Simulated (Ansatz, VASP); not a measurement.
# One calculation of HfO2, two programs

```
Hf O
1.0
     4.81353    0.00000    0.00000
     0.00000    4.81353    0.00000
     0.00000    0.00000    3.20542
Hf O
2 4
Direct
  0.00495 0.99643 0.99886
  0.50528 0.49907 0.50799
  0.20073 0.81453 0.48343
  0.30498 0.30491 0.99818
  0.68775 0.69028 0.00749
  0.79632 0.19477 0.50404
```

Change from the starting cell: all atoms moved at random (sigma 0.03 Å a component).

Alike in both runs: task single point; functional r2SCAN; k mesh 6 × 6 × 8; occupations gaussian, width 0.05 eV; no spin polarisation.

|  | VASP | Ansatz |
| --- | --- | --- |
| version | VASP 6.6.1 | Ansatz 0.2.0 |
| potentials or method | VASP PAW PBE potentials, release 64 (Hf_pv, O), cutoff 520 eV | scalar-relativistic, plane waves, PAW |
| valence electrons in the cell | 44 | 76 |

|  | VASP | Ansatz | Ansatz less VASP |
| --- | --- | --- | --- |
| gap on the k mesh at the Fermi level (eV) | 4.54 | 4.60 | +0.059 |
| least direct gap on the mesh (eV) | 4.54 | 4.60 | +0.059 |
| pressure (GPa) | 1.0 | 4.3 | +3.23 |
| traceless stress, the component that is largest in VASP (GPa) | -1.71 | -1.81 | -0.098 |
| rms of the force components (eV/Å) | 0.444 | 0.454 | +0.0096 |

VASP's potentials were made for PBE, not for r2SCAN. Atom by atom the forces differ by 0.028 eV/Å (rms over components). VASP's potentials hold 44 valence electrons a cell and Ansatz's 76, so a difference there can come from the potentials and not from the codes.

Neither program's run includes spin-orbit coupling.
